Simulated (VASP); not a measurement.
# Ni (Fm-3m) in VASP: further runs, part 2 of 2

VASP 6.6.1. Earlier steps stand in the parts before.

## (4) Single point, LDA, collinear spin, antiferromagnetic start

File INCAR:

```
PREC     = Accurate       # precision mode
ENCUT    = 520            # plane-wave cutoff, eV
EDIFF    = 1E-6           # SCF threshold, eV
ISMEAR   = -1             # smearing method
SIGMA    = 0.05           # smearing width, eV
LREAL    = False          # projectors in reciprocal space
LASPH    = True           # aspherical terms in the spheres
NELM     = 150            # most SCF steps
ALGO     = Normal         # electronic algorithm
ISIF     = 2              # what is computed and relaxed
LWAVE    = False          # write WAVECAR
LCHARG   = True           # write CHGCAR
ISPIN    = 2              # spin polarisation
MAGMOM   = 0.8 -0.8       # initial moments
LORBIT   = 11             # projections on sites
LMAXMIX  = 4              # l up to which the mixer works
GGA      = CA             # functional
LELF     = True           # ELF
LVHAR    = True         
NBANDS   = 21             # bands
ISYM     = 0
```

File KPOINTS:

```
Automatic mesh
0
Gamma
  7 12 10
```

File POSCAR:

```
Ni
1.0
   -1.7725500000     -3.5451000000     -1.7725500000
   -1.7725500000      0.0000000000     -1.7725500000
    1.7725500000      0.0000000000     -1.7725500000
Ni
2
Direct
    0.0000000000      0.0000000000      0.0000000000
    0.5000000000      0.0000000000      0.5000000000
```

Potentials or basis: VASP PAW LDA potentials, release 64 (Ni).

Launch:

```
$ cat potpaw_LDA.64/Ni/POTCAR > POTCAR
$ mpirun -np 1 vasp_std > vasp.out
```

OUTCAR:

```text
PREC = Accurate
   ENCUT = 520
   EDIFF = 1E-6
   ISMEAR = -1
   LREAL = False
   LASPH = True
   NELM = 150
   ISIF = 2
   ISPIN = 2
   LORBIT = 11
   GGA = CA
   ISYM = 0

 ion  position               nearest neighbor table
   1  0.000  0.000  0.000-   2 2.51   2 2.51   2 2.51   2 2.51   2 2.51   2 2.51   2 2.51   2 2.51

   2  0.500  0.000  0.500-   1 2.51   1 2.51   1 2.51   1 2.51   1 2.51   1 2.51   1 2.51   1 2.51

IMPORTANT INFORMATION: All symmetrisations will be switched off!
NOSYMM: (Re-)initialisation of all symmetry stuff for point group C_1.

----------------------------------------------------------------------------------------

                                     Primitive cell

  volume of cell :      22.2769

  direct lattice vectors                    reciprocal lattice vectors
    -1.772550000 -3.545100000 -1.772550000     0.000000000 -0.282079490  0.000000000
    -1.772550000  0.000000000 -1.772550000    -0.282079490  0.282079490 -0.282079490
     1.772550000  0.000000000 -1.772550000     0.282079490  0.000000000 -0.282079490

  length of vectors
     4.341843044  2.506764250  2.506764250     0.282079490  0.488576008  0.398920640

  position of ions in fractional coordinates (direct lattice)
     0.000000000  0.000000000  0.000000000
     0.500000000  0.000000000  0.500000000

  ion indices of the primitive-cell ions
   primitive index   ion index
                 1           1
                 2           2

----------------------------------------------------------------------------------------

 KPOINTS: Automatic mesh

Automatic generation of k-mesh.
 Grid dimensions read from file:
 generate k-points for:    7   12   10

 Generating k-lattice:

  Cartesian coordinates                     Fractional coordinates (reciprocal lattice)
     0.000000000 -0.040297070  0.000000000     0.142857143  0.000000000  0.000000000
[... 113 lines left out ...]
  energy-cutoff  :      520.00
  volume of cell :       22.28
 maximum number of plane-waves:       616
   NGX = 17   NGY =  9   NGZ =  9

 number of electron      19.9999987 magnetization      -0.0000151

 number of electron      19.9999987 magnetization       0.0003936

 Free energy of the ion-electron system (eV)
  ---------------------------------------------------
  ext. energy  EPLUGINS =         0.00000000
  ---------------------------------------------------
  free energy    TOTEN  =       -12.94357224 eV

  energy without entropy =      -12.88434267  energy(sigma->0) =      -12.91395745

 E-fermi :   8.5363     XC(G=0): -13.4724

 val. band max:        8.5361185957   @ k =  -0.4286   0.2500   0.5000
 cond. band min:       8.5363439948   @ k =  -0.4286   0.2500   0.5000
 fundamental gap:      0.0002253991
 Fermi energy:         8.5362873141

 spin component 1

 k-point     1 :       0.0000    0.0000    0.0000
  band No.  band energies     occupation
      1      -0.1073      1.00000
      2       4.4191      1.00000
      3       4.9610      1.00000
      4       6.7288      1.00000
      5       6.7291      1.00000
      6       6.7319      1.00000
[... 565 lines left out ...]
     20      32.7101      0.00000
     21      39.2396      0.00000

 [... further k-points ...]

 spin component 2

 k-point     1 :       0.0000    0.0000    0.0000
  band No.  band energies     occupation
      1      -0.1073      1.00000
      2       4.4192      1.00000
      3       4.9612      1.00000
      4       6.7290      1.00000
      5       6.7294      1.00000
      6       6.7321      1.00000
[... 565 lines left out ...]
     20      32.7101      0.00000
     21      39.2396      0.00000

 [... further k-points ...]
[... 5 lines left out ...]
  --------------------------------------------------------------------------------------
  -------------------------------------------------------------------------------------
  Total       -2.9762139     -2.9267771     -2.9762159     -0.0075083     -0.0075063      0.0054904
  in kB     -214.0519805   -210.4964391   -214.0521262     -0.5400027     -0.5398568      0.3948721
  external PRESSURE =    -212.8668486 kB  Pullay stress =       0.0000000 kB

 VOLUME and BASIS-vectors are now :
 -----------------------------------------------------------------------------
  energy-cutoff  :      520.00
  volume of cell :       22.28
      direct lattice vectors                 reciprocal lattice vectors
    -1.772550000 -3.545100000 -1.772550000     0.000000000 -0.282079490  0.000000000
    -1.772550000  0.000000000 -1.772550000    -0.282079490  0.282079490 -0.282079490
     1.772550000  0.000000000 -1.772550000     0.282079490  0.000000000 -0.282079490

 POSITION                                       TOTAL-FORCE (eV/Angst)
 -----------------------------------------------------------------------------------
      0.00000      0.00000      0.00000        -0.000001     -0.000000      0.000000
      0.00000     -1.77255     -1.77255         0.000001      0.000000     -0.000000
 -----------------------------------------------------------------------------------
    total drift:                                0.000002     -0.000001      0.000001

  FREE ENERGIE OF THE ION-ELECTRON SYSTEM (eV)
  ---------------------------------------------------
  free  energy   TOTEN  =       -12.9435722357 eV

  energy  without entropy=      -12.8843426687  energy(sigma->0) =      -12.91395745

 total charge

# of ion       s       p       d       tot
------------------------------------------
    1        0.486   0.471   8.325   9.282
    2        0.486   0.471   8.325   9.282
--------------------------------------------------
tot          0.972   0.942  16.650  18.564

 magnetization (x)

# of ion       s       p       d       tot
------------------------------------------
    1        0.000   0.000   0.004   0.004
    2       -0.000  -0.000  -0.003  -0.003
--------------------------------------------------
tot         -0.000  -0.000   0.001   0.001
```

OSZICAR:

```text
N       E                     dE             d eps       ncg     rms          rms(c)
DAV:   1     0.956805502496E+02    0.95681E+02   -0.88312E+03 38573   0.135E+03
DAV:   2    -0.927707666535E+01   -0.10496E+03   -0.97019E+02 36238   0.235E+02
DAV:   3    -0.150463736345E+02   -0.57693E+01   -0.55669E+01 40162   0.634E+01
DAV:   4    -0.151272356747E+02   -0.80862E-01   -0.80774E-01 40429   0.699E+00
DAV:   5    -0.151297397591E+02   -0.25041E-02   -0.25039E-02 40732   0.122E+00    0.142E+01
DAV:   6    -0.138159709985E+02    0.13138E+01   -0.88668E+00 41539   0.620E+01    0.924E+00
DAV:   7    -0.129757135183E+02    0.84026E+00   -0.22606E+00 41352   0.266E+01    0.226E+00
DAV:   8    -0.129473132642E+02    0.28400E-01   -0.22816E-02 50714   0.257E+00    0.792E-01
DAV:   9    -0.129459524626E+02    0.13608E-02   -0.56878E-03 54773   0.180E+00    0.755E-01
DAV:  10    -0.129437434684E+02    0.22090E-02   -0.32815E-03 50647   0.171E+00    0.312E-01
DAV:  11    -0.129432977304E+02    0.44574E-03   -0.99132E-04 53965   0.748E-01    0.121E-01
DAV:  12    -0.129435025052E+02   -0.20477E-03   -0.59138E-04 56698   0.501E-01    0.774E-02
DAV:  13    -0.129435962506E+02   -0.93745E-04   -0.19586E-04 63485   0.252E-01    0.114E-01
DAV:  14    -0.129435712982E+02    0.24952E-04   -0.14837E-05 47800   0.527E-02    0.675E-02
DAV:  15    -0.129435718028E+02   -0.50463E-06   -0.73759E-05 47668   0.166E-01    0.187E-02
DAV:  16    -0.129435722357E+02   -0.43289E-06   -0.38051E-06 26892   0.269E-02
   1 F= -.12943572E+02 E0= -.12913957E+02  d E =-.592296E-01  mag=    -0.0002
```

stdout:

```text
POSCAR found type information on POSCAR Ni
 POSCAR found :  1 types and       2 ions
 scaLAPACK will be used
 LDA part: xc-table for (Slater(with rela. corr.)+CA(PZ))
 , standard interpolation
 -----------------------------------------------------------------------------
|                                                                             |
|           W    W    AA    RRRRR   N    N  II  N    N   GGGG   !!!           |
|           W    W   A  A   R    R  NN   N  II  NN   N  G    G  !!!           |
|           W    W  A    A  R    R  N N  N  II  N N  N  G       !!!           |
|           W WW W  AAAAAA  RRRRR   N  N N  II  N  N N  G  GGG   !            |
|           WW  WW  A    A  R   R   N   NN  II  N   NN  G    G                |
|           W    W  A    A  R    R  N    N  II  N    N   GGGG   !!!           |
|                                                                             |
|     Your reciprocal lattice and k-lattice belong to different lattice       |
|     classes:                                                                |
|                                                                             |
|        The reciprocal lattice is simple tetragonal,                         |
|        whereas your k-lattice is simple monoclinic.                         |
|                                                                             |
|     Results are often still useful ...                                      |
|                                                                             |
 -----------------------------------------------------------------------------

 POSCAR, INCAR and KPOINTS ok, starting setup
 FFT: planning ... GRIDC
 FFT: planning ... GRID_SOFT
 FFT: planning ... GRID
 WAVECAR not read
 entering main loop
```

Wall time 6.5 min (1 thread of Oxide Virtual Turin-like, shared host); peak memory 0.31 GiB.

Results:

```yaml
Free_energy: -12.9436 eV
Pressure: -21.3 GPa
Band_gap_on_the_k_mesh: zero (filled and empty bands overlap)
Net_moment: 0.00 μB per cell
Valence_electrons_inside_the_program's_atomic_spheres: Ni 9.28
```

Levels at points of the mesh, in eV from the Fermi level:
Spin up:
```csv
k point,band 6,band 7,band 8,band 9,band 10,band 11,band 12,band 13,band 14,band 15
"(0.00, 0.00, 0.00)",-1.80,-0.71,-0.71,-0.01,0.16,0.16,2.62,9.37,14.75,14.75
"(0.00, 0.50, 0.00)",-1.83,-0.04,-0.04,-0.01,-0.01,-0.01,-0.01,5.90,5.90,22.26
"(0.00, 0.00, 0.50)",-2.19,-1.15,-1.15,-0.76,-0.76,1.42,1.42,11.62,11.62,12.93
"(0.00, 0.50, 0.50)",-2.48,-0.79,-0.79,0.15,0.16,7.89,7.89,7.89,7.89,10.17
```
Spin down:
| k point | band 7 | band 8 | band 9 | band 10 | band 11 | band 12 | band 13 | band 14 |
| --- | --- | --- | --- | --- | --- | --- | --- | --- |
| (0.00, 0.00, 0.00) | -0.71 | -0.71 | -0.01 | 0.16 | 0.16 | 2.62 | 9.37 | 14.75 |
| (0.00, 0.50, 0.00) | -0.04 | -0.04 | -0.01 | -0.01 | -0.01 | -0.01 | 5.90 | 5.90 |
| (0.00, 0.00, 0.50) | -1.15 | -1.15 | -0.76 | -0.76 | 1.42 | 1.42 | 11.62 | 11.62 |
| (0.00, 0.50, 0.50) | -0.79 | -0.79 | 0.16 | 0.16 | 7.89 | 7.89 | 7.89 | 7.89 |

Caveat: the cell stands under tension; the moments typed at the start vanished in this run.

## (5) The runs side by side

| spin | gap on the mesh (eV) | pressure (GPa) | moment (μB) |
| --- | --- | --- | --- |
| collinear | none | -20.4 | 1.22 |
| collinear, ferromagnetic start | none | -20.4 | 1.22 |
| collinear, antiferromagnetic start | none | -21.3 | 0.00 |

Alike in all rows: task single point; level LDA; potentials or basis VASP PAW LDA potentials, release 64 (Ni); cell as given; k mesh 7 × 12 × 10; cutoff (eV) 520; smearing fermi-dirac 0.05 eV.

Caveats: the cell stands under tension; the moments typed at the start vanished in this run (at least some runs).

Total energies depend on the potentials used, so only differences within one code and one set of settings carry meaning.
